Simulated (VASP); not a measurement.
A run of VASP 6.6.1:

File POSCAR:

```
CaO
1.0
    0.0000000000      2.4426348300      2.4426348300
    2.4426348300      0.0000000000      2.4426348300
    2.4426348300      2.4426348300      0.0000000000
Ca O
1 1
Direct
    0.0000000000      0.0000000000      0.0000000000
    0.5000000000      0.5000000000      0.5000000000
```

File INCAR.step1:

```
PREC = Accurate
ENCUT = 520
ISMEAR = -1
SIGMA = 0.0915
LREAL = False
LASPH = True
NELM = 100
NBANDS = 15
GGA = PE
ALGO = Normal
EDIFF = 1E-4
LWAVE = True
LCHARG = False
```

File INCAR.step2:

```
PREC = Accurate
ENCUT = 520
EDIFF = 1E-7
ISMEAR = -1
SIGMA = 0.0915
LREAL = False
LASPH = True
NELM = 100
ALGO = Normal
ISIF = 2
LWAVE = False
LCHARG = True
METAGGA = R2SCAN
LMIXTAU = True
LELF = True
LVHAR = True
NBANDS = 15
ISTART = 1
```

File KPOINTS:

```
Automatic mesh
0
Gamma
  9 9 9
```

Potentials or basis: VASP PAW PBE potentials, release 64 (Ca_sv, O).

Launch:

```sh
$ cat potpaw_PBE.64/Ca_sv/POTCAR potpaw_PBE.64/O/POTCAR > POTCAR
$ cp INCAR.step1 INCAR
$ mpirun -np 1 vasp_std > vasp.out
$ cp INCAR.step2 INCAR
$ mpirun -np 1 vasp_std > vasp.out
```

Hardware: 1 thread of Intel(R) Xeon(R) 6975P-C (Granite Rapids), with other jobs on the host.

Question: Estimate the wall time of this run.

Answer: Wall time 36 s on 1 thread of Intel(R) Xeon(R) 6975P-C (Granite Rapids), on a shared host, peak memory 0.17 GiB. Counts: k points 35.
